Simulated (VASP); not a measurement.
# Ca (Fm-3m) in VASP: notebook

The runs below take Ca through single point, with PBE.

Program: VASP 6.6.1. These are calculated values, not measurements. Logs are shortened: lines on timing, memory, paths and dates and some standing lists are left out, and cuts for length are marked.

**1. The cell of the first run**

The structure is cubic, space group Fm-3m (No. 225). The conventional cell has a = 5.577 Å, b = 5.577 Å, c = 5.577 Å, α = 90.00°, β = 90.00°, γ = 90.00°. Ca (site symmetry m-3m) has 12 Ca at 3.94 Å within 5.2 Å.

**2. Single point, PBE**

Contents of INCAR:

```
SYSTEM = Ca
  PREC = Accurate
  ENCUT = 520
  EDIFF = 1E-7
  ISMEAR = 0
  SIGMA = 0.1
  LREAL = .FALSE.
  LASPH = .TRUE.
  NELM = 80
  ALGO = Fast
  ISIF = 2
  LWAVE = .FALSE.
  LCHARG = .TRUE.
  GGA = PE
  LELF = .TRUE.
  LVHAR = .TRUE.
  NBANDS = 11
  ISYM = 0
```

Contents of KPOINTS:

```
Automatic mesh
0
G
  4 2 7
  0 0 0
```

Contents of POSCAR:

```
Ca
1.0
    0.0000000000      2.7884079385      2.7884079385
    2.7884079385      0.0000000000      2.7884079385
    2.7884079385      2.7884079385      0.0000000000
Ca
1
Direct
    0.0000000000      0.0000000000      0.0000000000
```

Potentials or basis: VASP PAW PBE potentials, release 64 (Ca_sv).

Launch:

```sh
cat potpaw_PBE.64/Ca_sv/POTCAR > POTCAR
mpirun -np 1 vasp_std > vasp.out
```

OUTCAR:

```text
SYSTEM = Ca
   PREC = Accurate
   ENCUT = 520
   EDIFF = 1E-7
   ISMEAR = 0
   LREAL = .FALSE.
   LASPH = .TRUE.
   NELM = 80
   ISIF = 2
   GGA = PE
   ISYM = 0

 ion  position               nearest neighbor table
   1  0.000  0.000  0.000-

IMPORTANT INFORMATION: All symmetrisations will be switched off!
NOSYMM: (Re-)initialisation of all symmetry stuff for point group C_1.

----------------------------------------------------------------------------------------

                                     Primitive cell

  volume of cell :      43.3610

  direct lattice vectors                    reciprocal lattice vectors
     0.000000000  2.788407938  2.788407938    -0.179313792  0.179313792  0.179313792
     2.788407938  0.000000000  2.788407938     0.179313792 -0.179313792  0.179313792
     2.788407938  2.788407938  0.000000000     0.179313792  0.179313792 -0.179313792

  length of vectors
     3.943404324  3.943404324  3.943404324     0.310580598  0.310580598  0.310580598

  position of ions in fractional coordinates (direct lattice)
     0.000000000  0.000000000  0.000000000

  ion indices of the primitive-cell ions
   primitive index   ion index
                 1           1

----------------------------------------------------------------------------------------

 KPOINTS: Automatic mesh

Automatic generation of k-mesh.
 Grid dimensions read from file:
 generate k-points for:    4    2    7

 Generating k-lattice:

  Cartesian coordinates                     Fractional coordinates (reciprocal lattice)
    -0.044828448  0.044828448  0.044828448     0.250000000  0.000000000  0.000000000
     0.089656896 -0.089656896  0.089656896     0.000000000  0.500000000  0.000000000
     0.025616256  0.025616256 -0.025616256     0.000000000  0.000000000  0.142857143

  Length of vectors
     0.077645149  0.155290299  0.044368657

  Shift w.r.t. Gamma in fractional coordinates (k-lattice)
     0.000000000  0.000000000  0.000000000

 -----------------------------------------------------------------------------
|                                                                             |
|           W    W    AA    RRRRR   N    N  II  N    N   GGGG   !!!           |
|           W    W   A  A   R    R  NN   N  II  NN   N  G    G  !!!           |
|           W    W  A    A  R    R  N N  N  II  N N  N  G       !!!           |
|           W WW W  AAAAAA  RRRRR   N  N N  II  N  N N  G  GGG   !            |
|           WW  WW  A    A  R   R   N   NN  II  N   NN  G    G                |
|           W    W  A    A  R    R  N    N  II  N    N   GGGG   !!!           |
|                                                                             |
[... 76 lines left out ...]
   EMIN   =  10.00;   EMAX   =-10.00  energy-range for DOS
   EFERMI =   0.00;   METHOD = LEGACY
   ISMEAR =     0;   SIGMA  =   0.10  broadening in eV -4-tet -1-fermi 0-gaus
   EFERMI_NEDOS =   21; number of points for ismear=-14 and -15
   IALGO  =     68    algorithm
   IMIX   =      4    mixing-type and parameters
     AMIX     =   0.40;   BMIX     =  1.00
     AMIX_MAG =   1.60;   BMIX_MAG =  1.00
  volume/ion in A,a.u.               =      43.36       292.61
  Fermi-wavevector in a.u.,A,eV,Ry     =   1.003942  1.897175 13.713299  1.007899
  Thomas-Fermi vector in A             =   2.136526
   LORBIT       =      0    0 simple, 1 ext, 2 COOP (PROOUT), +10 PAW based schemes
   GGA     = PE    functional components
   LHFCALC =     F    Hartree Fock is set to
   AEXX    =    0.0000 exact exchange contribution
   IVDW    =     0    specifies the selected vdW correction
   LEPSILON=     F    determine dielectric tensor
   LRPA    =     F    only Hartree local field effects (RPA)
 non-spin polarized calculation
 RMM-DIIS sequential band-by-band and
 Gauss-broadening in eV      SIGMA  =   0.10
  energy-cutoff  :      520.00
  volume of cell :       43.36
 maximum number of plane-waves:      1211
 NGX is ok and might be reduce to    30
   NGX = 15   NGY = 15   NGZ = 15

 number of electron      10.0000000 magnetization

 number of electron       9.9999998 magnetization

 Free energy of the ion-electron system (eV)
  ---------------------------------------------------
  ext. energy  EPLUGINS =         0.00000000
  ---------------------------------------------------
  free energy    TOTEN  =        -1.91136494 eV

  energy without entropy =       -1.90460948  energy(sigma->0) =       -1.90798721

 E-fermi :   1.7751     XC(G=0):  -7.6489

 val. band max:        1.7476060038   @ k =   0.5000   0.5000   0.4286
 cond. band min:       1.8225300268   @ k =  -0.2500   0.5000   0.1429
 fundamental gap:      0.0749240229
 Fermi energy:         1.7751486509

 k-point     1 :       0.0000    0.0000    0.0000
  band No.  band energies     occupation
      1     -40.2095      2.00000
      2     -21.1472      2.00000
      3     -21.1367      2.00000
      4     -21.1073      2.00000
      5      -2.1226      2.00000
      6       4.1503      0.00000
      7       4.1648      0.00000
      8       4.1755      0.00000
      9       5.1957      0.00000
     10       5.2061      0.00000
     11      10.8593      0.00000
[... 309 lines left out ...]
 k-point    24 :       0.2500    0.0000    0.4286
  band No.  band energies     occupation
      1     -40.1968      2.00000
      2     -21.2378      2.00000
      3     -21.1826      2.00000
      4     -21.1392      2.00000
      5       0.4279      2.00000
      6       2.6216      0.00000
      7       3.3894      0.00000
      8       4.8057      0.00000
      9       5.5013      0.00000
     10       5.8858      0.00000
     11       7.6910      0.00000

 [... further k-points ...]

------------------------ aborting loop because EDIFF is reached ----------------------------------------

  FORCE on cell =-STRESS in cart. coord.  units (eV):
  Direction    XX          YY          ZZ          XY          YZ          ZX
  --------------------------------------------------------------------------------------
  -------------------------------------------------------------------------------------
  Total       -0.0414661     -0.2984556     -0.1465328     -0.0171015      0.1085188      0.4132339
  in kB       -1.5321611    -11.0278645     -5.4143531     -0.6318956      4.0097425     15.2688940
  external PRESSURE =      -5.9914595 kB  Pullay stress =       0.0000000 kB

 VOLUME and BASIS-vectors are now :
 -----------------------------------------------------------------------------
  energy-cutoff  :      520.00
  volume of cell :       43.36
      direct lattice vectors                 reciprocal lattice vectors
     0.000000000  2.788407938  2.788407938    -0.179313792  0.179313792  0.179313792
     2.788407938  0.000000000  2.788407938     0.179313792 -0.179313792  0.179313792
     2.788407938  2.788407938  0.000000000     0.179313792  0.179313792 -0.179313792

 POSITION                                       TOTAL-FORCE (eV/Angst)
 -----------------------------------------------------------------------------------
      0.00000      0.00000      0.00000        -0.000011     -0.000007     -0.000009
 -----------------------------------------------------------------------------------
    total drift:                               -0.000011     -0.000007     -0.000009

  FREE ENERGIE OF THE ION-ELECTRON SYSTEM (eV)
  ---------------------------------------------------
  free  energy   TOTEN  =        -1.9113649401 eV

  energy  without entropy=       -1.9046094757  energy(sigma->0) =       -1.90798721
```

OSZICAR:

```text
N       E                     dE             d eps       ncg     rms          rms(c)
DAV:   1     0.681387992883E+02    0.68139E+02   -0.49473E+03   660   0.816E+02
DAV:   2    -0.430665628046E+00   -0.68569E+02   -0.68001E+02   732   0.207E+02
DAV:   3    -0.185091899072E+01   -0.14203E+01   -0.14057E+01   961   0.297E+01
DAV:   4    -0.191954507280E+01   -0.68626E-01   -0.68468E-01   850   0.523E+00
DAV:   5    -0.192109228423E+01   -0.15472E-02   -0.15470E-02   964   0.656E-01    0.216E+00
RMM:   6    -0.191340543575E+01    0.76868E-02   -0.92654E-03   702   0.106E+00    0.134E+00
RMM:   7    -0.191159650613E+01    0.18089E-02   -0.20638E-02   787   0.179E+00    0.110E-01
RMM:   8    -0.191122675665E+01    0.36975E-03   -0.47393E-03   771   0.844E-01    0.270E-02
RMM:   9    -0.191133069625E+01   -0.10394E-03   -0.12265E-03   952   0.399E-01    0.233E-02
RMM:  10    -0.191135784850E+01   -0.27152E-04   -0.21150E-04  1010   0.144E-01    0.576E-03
RMM:  11    -0.191136401982E+01   -0.61713E-05   -0.56195E-05  1068   0.592E-02    0.107E-02
RMM:  12    -0.191136515145E+01   -0.11316E-05   -0.50484E-06  1039   0.231E-02    0.731E-03
RMM:  13    -0.191136437950E+01    0.77195E-06   -0.58545E-06  1037   0.180E-02    0.728E-03
RMM:  14    -0.191136468867E+01   -0.30917E-06   -0.88429E-07   964   0.840E-03    0.270E-03
RMM:  15    -0.191136489729E+01   -0.20862E-06   -0.31645E-07   820   0.394E-03    0.344E-04
RMM:  16    -0.191136494010E+01   -0.42809E-07   -0.10847E-07   635   0.204E-03
   1 F= -.19113649E+01 E0= -.19079872E+01  d E =-.675546E-02
```

Run time: 55 s. Hardware: 1 thread of Intel Xeon 6975P-C, shared host; peak memory 0.13 GiB.

The run converged, but its numbers aren't listed here, since they failed a check.

Caveat: the k points lie up to 0.98 Å⁻¹ apart.

**3. Single point, PBE**

Contents of INCAR:

```
SYSTEM = Ca
PREC     = Accurate       ! precision mode
ENCUT    = 520            ! plane-wave cutoff, eV
EDIFF    = 1E-7           ! SCF threshold, eV
ISMEAR   = -1             ! smearing method
SIGMA    = 0.2585199978643553 ! smearing width, eV
LREAL    = .FALSE.        ! projectors in reciprocal space
LASPH    = .TRUE.         ! aspherical terms in the spheres
NELM     = 60             ! most SCF steps
ALGO     = Fast           ! electronic algorithm
ISIF     = 2              ! what is computed and relaxed
LWAVE    = .FALSE.        ! write WAVECAR
LCHARG   = .FALSE.        ! write CHGCAR
GGA      = PE             ! functional
NBANDS   = 11             ! bands
```

Contents of KPOINTS:

```
regular mesh
0
G
  8 8 8
  0 0 0
```

POSCAR is that of step 2.

Potentials or basis: VASP PAW PBE potentials, release 64 (Ca_sv).

Launch:

```sh
cat potpaw_PBE.64/Ca_sv/POTCAR > POTCAR
mpirun -np 1 vasp_std > vasp.out
```

Wall time 49 s (1 thread of Intel Xeon 6975P-C, shared host); peak memory 0.13 GiB.

It converged, with:

```yaml
Free_energy: -2.0634 eV
Pressure: -0.3 GPa
Band_gap_on_the_k_mesh: zero (band 5 reaches 2.08 eV, above the bottom of band 6 at 1.68 eV)
```

Levels at points of the mesh, in eV from the Fermi level:
| k point | band 3 | band 4 | band 5 | band 6 | band 7 | band 8 |
| --- | --- | --- | --- | --- | --- | --- |
| (0.00, 0.00, 0.00) | -22.89 | -22.89 | -3.93 | 2.38 | 2.38 | 2.38 |
| (0.50, 0.00, 0.00) | -22.90 | -22.90 | -0.92 | -0.13 | 2.27 | 2.27 |
| (0.50, 0.50, 0.00) | -22.93 | -22.93 | -0.37 | 0.66 | 0.97 | 4.09 |

**4. Single point, PBE**

Contents of INCAR:

```
SYSTEM = Ca
ALGO = Fast ; EDIFF = 1E-6
ENCUT = 520 ; GGA = PE
ISIF = 2 ; ISMEAR = -5
ISYM = 0 ; LASPH = .TRUE.
LCHARG = .FALSE. ; LREAL = .FALSE.
LWAVE = .FALSE. ; NBANDS = 11
NELM = 60 ; PREC = Accurate
SIGMA = 0.1
```

Contents of KPOINTS:

```
k-points
0
G
  7 8 3
  0 0 0
```

POSCAR: that of step 3 with these lines changed.

```diff
@@ -8,2 +8,2 @@
 Direct
-    0.0000000000      0.0000000000      0.0000000000
+    0.5990000000      0.8640000000      0.6260000000
```

Launch:

```sh
cat potpaw_PBE.64/Ca_sv/POTCAR > POTCAR
mpirun -np 1 vasp_std > vasp.out
```

It took 1.8 min on 1 thread of Intel Xeon 6975P-C, shared host; peak memory 0.16 GiB.

Results (log left out):

* Free energy: -1.9081 eV
* Pressure: -0.6 GPa
* Band gap on the k mesh: zero (band 5 reaches 1.94 eV, above the bottom of band 6 at 1.68 eV)

Levels at points of the mesh, in eV from the Fermi level:
```csv
k point,band 3,band 4,band 5,band 6,band 7,band 8
"(0.00, 0.00, 0.00)",-23.00,-22.99,-3.99,2.29,2.29,2.30
"(0.00, 0.50, 0.00)",-23.02,-23.01,-0.99,-0.20,2.18,2.18
```

Caveat: the k points lie up to 0.65 Å⁻¹ apart; tetrahedron occupations give inexact forces and stress in metals.
